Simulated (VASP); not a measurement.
# SnTe (CsCl type) (Pm-3m) in VASP: a series of runs

The runs below take SnTe (CsCl type) through single point, with PBE.

Everything below comes from runs of VASP 6.6.1. Logs are shortened: lines on timing, memory, paths and dates and some standing lists are left out, and cuts for length are marked.

**1. The cell of the first run**

Symmetry: Pm-3m, No. 221, cubic system. Conventional cell: a = 3.726 Å, b = 3.726 Å, c = 3.726 Å, α = 90.00°, β = 90.00°, γ = 90.00°. Within 4.2 Å of Sn (site symmetry m-3m) lie 8 Te at 3.23 Å and 6 Sn at 3.73 Å. Within 4.2 Å of Te (site symmetry m-3m) lie 8 Sn at 3.23 Å and 6 Te at 3.73 Å.

**2. Single point, PBE (volume scaled by 0.88)**

INCAR reads:

```
SYSTEM = SnTe
PREC = Accurate ; ENCUT = 520
EDIFF = 1E-7 ; ISMEAR = -1
SIGMA = 0.05 ; LREAL = .False.
LASPH = .True. ; NELM = 100
ALGO = Normal ; ISIF = 2
LWAVE = .False. ; LCHARG = .False.
GGA = PE ; NBANDS = 17
```

KPOINTS reads:

```
regular mesh
0
Gamma
  13 13 13
  0 0 0
```

POSCAR reads:

```
SnTe
1.0
    3.7263975104      0.0000000000      0.0000000000
    0.0000000000      3.7263975104      0.0000000000
    0.0000000000      0.0000000000      3.7263975104
Sn Te
1 1
Direct
    0.0000000000      0.0000000000      0.0000000000
    0.5000000000      0.5000000000      0.5000000000
```

Potentials or basis: VASP PAW PBE potentials, release 64 (Sn_d, Te).

Command:

```
$ cat potpaw_PBE.64/Sn_d/POTCAR potpaw_PBE.64/Te/POTCAR > POTCAR
$ mpirun -np 1 vasp_std > vasp.out
```

OUTCAR:

```text
SYSTEM = SnTe
   PREC = Accurate
   ENCUT = 520
   EDIFF = 1E-7
   ISMEAR = -1
   LREAL = .False.
   LASPH = .True.
   NELM = 100
   ISIF = 2
   GGA = PE

 ion  position               nearest neighbor table
   1  0.000  0.000  0.000-   2 3.23   2 3.23   2 3.23   2 3.23   2 3.23   2 3.23   2 3.23   2 3.23

   2  0.500  0.500  0.500-   1 3.23   1 3.23   1 3.23   1 3.23   1 3.23   1 3.23   1 3.23   1 3.23

  LATTYP: Found a simple cubic cell.
 ALAT       =     3.7263975104

  Lattice vectors:

 A1 = (   3.7263975104,   0.0000000000,   0.0000000000)
 A2 = (   0.0000000000,   3.7263975104,   0.0000000000)
 A3 = (   0.0000000000,   0.0000000000,   3.7263975104)

Analysis of symmetry for initial positions (statically):
=====================================================================
 Subroutine PRICEL returns:
 Original cell was already a primitive cell.

 Routine SETGRP: Setting up the symmetry group for a
 simple cubic supercell.

 Subroutine GETGRP returns: Found 48 space group operations
 (whereof 48 operations were pure point group operations)
 out of a pool of 48 trial point group operations.

The static configuration has the point symmetry O_h .

Analysis of symmetry for dynamics (positions and initial velocities):
=====================================================================
 Subroutine PRICEL returns:
 Original cell was already a primitive cell.

 Routine SETGRP: Setting up the symmetry group for a
 simple cubic supercell.

 Subroutine GETGRP returns: Found 48 space group operations
 (whereof 48 operations were pure point group operations)
 out of a pool of 48 trial point group operations.

The dynamic configuration has the point symmetry O_h .

 Subroutine INISYM returns: Found 48 space group operations
 (whereof 48 operations are pure point group operations),
 and found     1 'primitive' translations

----------------------------------------------------------------------------------------

                                     Primitive cell

  volume of cell :      51.7449

  direct lattice vectors                    reciprocal lattice vectors
     3.726397510  0.000000000  0.000000000     0.268355697  0.000000000  0.000000000
     0.000000000  3.726397510  0.000000000     0.000000000  0.268355697  0.000000000
     0.000000000  0.000000000  3.726397510     0.000000000  0.000000000  0.268355697

  length of vectors
     3.726397510  3.726397510  3.726397510     0.268355697  0.268355697  0.268355697

  position of ions in fractional coordinates (direct lattice)
     0.000000000  0.000000000  0.000000000
     0.500000000  0.500000000  0.500000000

  ion indices of the primitive-cell ions
   primitive index   ion index
                 1           1
                 2           2

----------------------------------------------------------------------------------------

 KPOINTS: regular mesh

Automatic generation of k-mesh.
 Grid dimensions read from file:
 generate k-points for:   13   13   13

 Generating k-lattice:

  Cartesian coordinates                     Fractional coordinates (reciprocal lattice)
     0.020642746  0.000000000  0.000000000     0.076923077  0.000000000  0.000000000
     0.000000000  0.020642746  0.000000000     0.000000000  0.076923077  0.000000000
     0.000000000  0.000000000  0.020642746     0.000000000  0.000000000  0.076923077

  Length of vectors
     0.020642746  0.020642746  0.020642746

  Shift w.r.t. Gamma in fractional coordinates (k-lattice)
     0.000000000  0.000000000  0.000000000

 Subroutine IBZKPT returns following result:
 ===========================================

 Found     84 irreducible k-points:

 Following reciprocal coordinates:
            Coordinates               Weight
  0.000000  0.000000  0.000000      1.000000
  0.076923  0.000000  0.000000      6.000000
  0.153846  0.000000  0.000000      6.000000
  0.230769  0.000000  0.000000      6.000000
  0.307692  0.000000  0.000000      6.000000
  0.384615  0.000000  0.000000      6.000000
[... 16 lines left out ...]
  0.307692  0.307692  0.000000     12.000000
  0.384615  0.307692  0.000000     24.000000
 [... further k-points ...]
   k-points           NKPTS =     84   k-points in BZ     NKDIM =     84   number of bands    NBANDS=     17
   number of dos      NEDOS =    301   number of ions     NIONS =      2
   total plane-waves  NPLWV =  21952
   dimension x,y,z NGX =    28 NGY =   28 NGZ =   28
   dimension x,y,z NGXF=    56 NGYF=   56 NGZF=   56
   ions per type =               1   1
   NGX,Y,Z   is equivalent  to a cutoff of  12.49, 12.49, 12.49 a.u.
   NGXF,Y,Z  is equivalent  to a cutoff of  24.98, 24.98, 24.98 a.u.
 SYSTEM =  SnTe
   PREC   = accura    normal or accurate (medium, high low for compatibility)
   ISTART =      0    job   : 0-new  1-cont  2-samecut
   ICHARG =      2    charge: 1-file 2-atom 10-const
   ISPIN  =      1    spin polarized calculation?
   LNONCOLLINEAR =      F non collinear calculations
   LSORBIT =      F    spin-orbit coupling
   LASPH  =      T    aspherical Exc in radial PAW
   ENCUT  =  520.0 eV  38.22 Ry    6.18 a.u.   6.93  6.93  6.93*2*pi/ulx,y,z
   NELM   =    100;   NELMIN=  2; NELMDL= -5     # of ELM steps
   EDIFF  = 0.1E-06   stopping-criterion for ELM
   LREAL  =      F    real-space projection
   EDIFFG = 0.1E-05   stopping-criterion for IOM
   NSW    =      0    number of steps for IOM
   IBRION =     -1    ionic relax: 0-MD 1-quasi-New 2-CG
   NFREE  =      0    steps in history (QN), initial steepest desc. (CG)
   ISIF   =      2    stress and relaxation
   ISYM   =      2    0-nonsym 1-usesym 2-fastsym
   POTIM  = 0.5000    time-step for ionic-motion
   TEBEG  =    0.0;   TEEND  =   0.0 temperature during run
   PSTRESS=    0.0 pullay stress
   NELECT =      20.0000    total number of electrons
   NUPDOWN=      -1.0000    fix difference up-down
   EMIN   =  10.00;   EMAX   =-10.00  energy-range for DOS
   EFERMI =   0.00;   METHOD = LEGACY
   ISMEAR =    -1;   SIGMA  =   0.05  broadening in eV -4-tet -1-fermi 0-gaus
   EFERMI_NEDOS =   21; number of points for ismear=-14 and -15
   IALGO  =     38    algorithm
   IMIX   =      4    mixing-type and parameters
     AMIX     =   0.40;   BMIX     =  1.00
     AMIX_MAG =   1.60;   BMIX_MAG =  1.00
  volume/ion in A,a.u.               =      25.87       174.60
  Fermi-wavevector in a.u.,A,eV,Ry     =   1.192511  2.253519 19.348600  1.422082
  Thomas-Fermi vector in A             =   2.328547
   LORBIT       =      0    0 simple, 1 ext, 2 COOP (PROOUT), +10 PAW based schemes
   GGA     = PE    functional components
   LHFCALC =     F    Hartree Fock is set to
   AEXX    =    0.0000 exact exchange contribution
   IVDW    =     0    specifies the selected vdW correction
   LEPSILON=     F    determine dielectric tensor
   LRPA    =     F    only Hartree local field effects (RPA)
 non-spin polarized calculation
  energy-cutoff  :      520.00
  volume of cell :       51.74
 maximum number of plane-waves:      1414
 NGX is ok and might be reduce to    28
   NGX = 13   NGY = 13   NGZ = 13

 number of electron      20.0000017 magnetization

 Free energy of the ion-electron system (eV)
  ---------------------------------------------------
  ext. energy  EPLUGINS =         0.00000000
  ---------------------------------------------------
  free energy    TOTEN  =        -6.95326642 eV

  energy without entropy =       -6.94407390  energy(sigma->0) =       -6.94867016

 E-fermi :   8.9114     XC(G=0): -10.5285

 val. band max:        8.8562910560   @ k =   0.4615   0.0769   0.0000
 cond. band min:       8.9151221594   @ k =   0.3077   0.1538   0.1538
 fundamental gap:      0.0588311034
 Fermi energy:         8.9113505180

 k-point     1 :       0.0000    0.0000    0.0000
  band No.  band energies     occupation
      1     -12.7588      2.00000
      2     -12.7588      2.00000
      3     -12.7001      2.00000
      4     -12.7001      2.00000
      5     -12.7001      2.00000
      6      -4.4911      2.00000
[... 9 lines left out ...]
     16      20.3107      0.00000
     17      20.3107      0.00000

 k-point     2 :       0.0769    0.0000    0.0000
  band No.  band energies     occupation
      1     -12.7587      2.00000
      2     -12.7557      2.00000
      3     -12.7012      2.00000
      4     -12.7012      2.00000
      5     -12.7001      2.00000
      6      -4.4350      2.00000
[... 9 lines left out ...]
     16      19.9119      0.00000
     17      19.9163      0.00000

 k-point     3 :       0.1538    0.0000    0.0000
  band No.  band energies     occupation
      1     -12.7582      2.00000
      2     -12.7471      2.00000
      3     -12.7044      2.00000
      4     -12.7044      2.00000
      5     -12.6999      2.00000
      6      -4.2688      2.00000
[... 9 lines left out ...]
     16      18.9184      0.00000
     17      19.7001      0.00000

 k-point     4 :       0.2308    0.0000    0.0000
  band No.  band energies     occupation
      1     -12.7577      2.00000
      2     -12.7350      2.00000
      3     -12.7087      2.00000
      4     -12.7087      2.00000
      5     -12.6996      2.00000
      6      -4.0014      2.00000
[... 9 lines left out ...]
     16      17.7664      0.00000
     17      19.8276      0.00000

 k-point     5 :       0.3077    0.0000    0.0000
  band No.  band energies     occupation
      1     -12.7571      2.00000
      2     -12.7220      2.00000
      3     -12.7134      2.00000
      4     -12.7134      2.00000
      5     -12.6993      2.00000
      6      -3.6538      2.00000
[... 9 lines left out ...]
     16      17.0857      0.00000
     17      20.2100      0.00000

 k-point     6 :       0.3846    0.0000    0.0000
  band No.  band energies     occupation
      1     -12.7566      2.00000
      2     -12.7172      2.00000
      3     -12.7172      2.00000
      4     -12.7114      2.00000
      5     -12.6991      2.00000
      6      -3.2779      2.00000
[... 9 lines left out ...]
     16      19.0314      0.00000
     17      20.7868      0.00000

 k-point     7 :       0.4615    0.0000    0.0000
  band No.  band energies     occupation
      1     -12.7563      2.00000
      2     -12.7194      2.00000
      3     -12.7194      2.00000
      4     -12.7053      2.00000
      5     -12.6990      2.00000
      6      -2.9975      2.00000
[... 9 lines left out ...]
     16      21.0678      0.00000
     17      21.2327      0.00000

 k-point     8 :       0.0769    0.0769    0.0000
  band No.  band energies     occupation
      1     -12.7570      2.00000
      2     -12.7541      2.00000
      3     -12.7024      2.00000
      4     -12.7013      2.00000
      5     -12.7010      2.00000
      6      -4.3789      2.00000
[... 9 lines left out ...]
     16      19.3108      0.00000
     17      19.3701      0.00000
[... 203 lines left out ...]
      1     -12.7455      2.00000
      2     -12.7218      2.00000
      3     -12.7195      2.00000
      4     -12.7084      2.00000
      5     -12.7069      2.00000
      6      -3.5240      2.00000
[... 9 lines left out ...]
     16      17.3300      0.00000
     17      17.5491      0.00000

 k-point    20 :       0.3077    0.2308    0.0000
  band No.  band energies     occupation
      1     -12.7428      2.00000
      2     -12.7253      2.00000
      3     -12.7120      2.00000
      4     -12.7107      2.00000
      5     -12.7069      2.00000
      6      -3.1906      2.00000
[... 9 lines left out ...]
     16      17.3920      0.00000
     17      17.7290      0.00000

 k-point    21 :       0.3846    0.2308    0.0000
  band No.  band energies     occupation
      1     -12.7414      2.00000
      2     -12.7302      2.00000
      3     -12.7156      2.00000
      4     -12.7065      2.00000
      5     -12.7007      2.00000
      6      -2.8381      2.00000
[... 9 lines left out ...]
     16      17.5728      0.00000
     17      19.1749      0.00000

 k-point    22 :       0.4615    0.2308    0.0000
  band No.  band energies     occupation
      1     -12.7408      2.00000
      2     -12.7329      2.00000
      3     -12.7176      2.00000
      4     -12.7063      2.00000
      5     -12.6949      2.00000
      6      -2.5835      2.00000
[... 9 lines left out ...]
     16      17.9516      0.00000
     17      18.8762      0.00000

 k-point    23 :       0.3077    0.3077    0.0000
  band No.  band energies     occupation
      1     -12.7385      2.00000
      2     -12.7317      2.00000
      3     -12.7118      2.00000
      4     -12.7105      2.00000
      5     -12.7013      2.00000
      6      -2.8725      2.00000
[... 9 lines left out ...]
     16      17.2303      0.00000
     17      18.5349      0.00000

 k-point    24 :       0.3846    0.3077    0.0000
  band No.  band energies     occupation
      1     -12.7373      2.00000
      2     -12.7358      2.00000
      3     -12.7147      2.00000
      4     -12.7105      2.00000
      5     -12.6922      2.00000
      6      -2.5433      2.00000
[... 9 lines left out ...]
     16      17.6305      0.00000
     17      18.5667      0.00000

 [... further k-points ...]

------------------------ aborting loop because EDIFF is reached ----------------------------------------

  FORCE on cell =-STRESS in cart. coord.  units (eV):
  Direction    XX          YY          ZZ          XY          YZ          ZX
  --------------------------------------------------------------------------------------
  -------------------------------------------------------------------------------------
  Total        2.2274261      2.2274261      2.2274261      0.0000000      0.0000000     -0.0000000
  in kB       68.9677959     68.9677959     68.9677959      0.0000000      0.0000000     -0.0000000
  external PRESSURE =      68.9677959 kB  Pullay stress =       0.0000000 kB

 VOLUME and BASIS-vectors are now :
 -----------------------------------------------------------------------------
  energy-cutoff  :      520.00
  volume of cell :       51.74
      direct lattice vectors                 reciprocal lattice vectors
     3.726397510  0.000000000  0.000000000     0.268355697  0.000000000  0.000000000
     0.000000000  3.726397510  0.000000000     0.000000000  0.268355697  0.000000000
     0.000000000  0.000000000  3.726397510     0.000000000  0.000000000  0.268355697

 POSITION                                       TOTAL-FORCE (eV/Angst)
 -----------------------------------------------------------------------------------
      0.00000      0.00000      0.00000         0.000000      0.000000      0.000000
      1.86320      1.86320      1.86320         0.000000      0.000000      0.000000
 -----------------------------------------------------------------------------------
    total drift:                               -0.000000      0.000000     -0.000000

  FREE ENERGIE OF THE ION-ELECTRON SYSTEM (eV)
  ---------------------------------------------------
  free  energy   TOTEN  =        -6.9532664191 eV

  energy  without entropy=       -6.9440739012  energy(sigma->0) =       -6.94867016
```

Wall time 39 s (1 thread of AMD EPYC 7R13 (Zen 3), shared host); peak memory 0.18 GiB.

Results:

```yaml
Free_energy: -6.9533 eV
Pressure: 6.9 GPa
Band_gap_on_the_k_mesh: zero (band 10 reaches 9.57 eV, above the bottom of band 11 at 7.23 eV)
```

Caveat: spin-orbit coupling is left out, which moves the levels of the heavy elements.

**3. Single point, PBE (volume scaled by 0.94)**

INCAR reads:

```
PREC = Accurate ; ENCUT = 520
EDIFF = 1E-6 ; ISMEAR = -1
SIGMA = 0.05 ; LREAL = F
LASPH = T ; NELM = 60
ALGO = Normal ; ISIF = 2
LWAVE = F ; LCHARG = T
GGA = PE ; LELF = T
LVHAR = T ; NBANDS = 17
```

KPOINTS reads:

```
regular mesh
0
Gamma
  13 13 13
```

POSCAR reads:

```
SnTe
1.0
    3.8092333229      0.0000000000      0.0000000000
    0.0000000000      3.8092333229      0.0000000000
    0.0000000000      0.0000000000      3.8092333229
Sn Te
1 1
Direct
    0.0000000000      0.0000000000      0.0000000000
    0.5000000000      0.5000000000      0.5000000000
```

Potentials or basis: VASP PAW PBE potentials, release 64 (Sn_d, Te).

Command:

```
$ cat potpaw_PBE.64/Sn_d/POTCAR potpaw_PBE.64/Te/POTCAR > POTCAR
$ mpirun -np 1 vasp_std > vasp.out
```

Wall time 36 s (1 thread of AMD EPYC 7R13 (Zen 3), shared host); peak memory 0.18 GiB.

The run converged. Its results:

* Free energy: -7.0577 eV
* Pressure: 2.8 GPa
* Band gap on the k mesh: zero (band 10 reaches 8.49 eV, above the bottom of band 11 at 6.58 eV)

Levels at points of the mesh, in eV from the Fermi level:
```tsv
k point	band 8	band 9	band 10	band 11	band 12	band 13
(0.00, 0.00, 0.00)	-1.92	-1.92	-1.92	3.41	3.41	5.85
```

Caveat: spin-orbit coupling is left out, which moves the levels of the heavy elements.

**4. Single point, PBE (volume scaled by 0.94)**

INCAR reads:

```
SYSTEM = SnTe
  ALGO = Normal
  EDIFF = 1E-7
  ENCUT = 520
  GGA = PE
  ISIF = 2
  ISMEAR = -1
  LASPH = .TRUE.
  LCHARG = .FALSE.
  LREAL = .FALSE.
  LWAVE = .FALSE.
  NBANDS = 17
  NELM = 60
  PREC = Accurate
  SIGMA = 0.05
```

KPOINTS reads:

```
k-points
0
G
  13 13 13
  0 0 0
```

POSCAR is that of step 3.

Command:

```
$ cat potpaw_PBE.64/Sn_d/POTCAR potpaw_PBE.64/Te/POTCAR > POTCAR
$ mpirun -np 1 vasp_std > vasp.out
```

Wall time 40 s (1 thread of AMD EPYC 7R13 (Zen 3), shared host); peak memory 0.18 GiB.

The run converged. Its results:

```yaml
Free_energy: -7.0577 eV
Pressure: 2.8 GPa
Band_gap_on_the_k_mesh: zero (band 10 reaches 8.49 eV, above the bottom of band 11 at 6.58 eV)
```

Levels at points of the mesh, in eV from the Fermi level:
```csv
k point,band 8,band 9,band 10,band 11,band 12,band 13
"(0.00, 0.00, 0.00)",-1.92,-1.92,-1.92,3.41,3.41,5.85
```

Caveat: spin-orbit coupling is left out, which moves the levels of the heavy elements.

(Continued in part 2 of 2.)
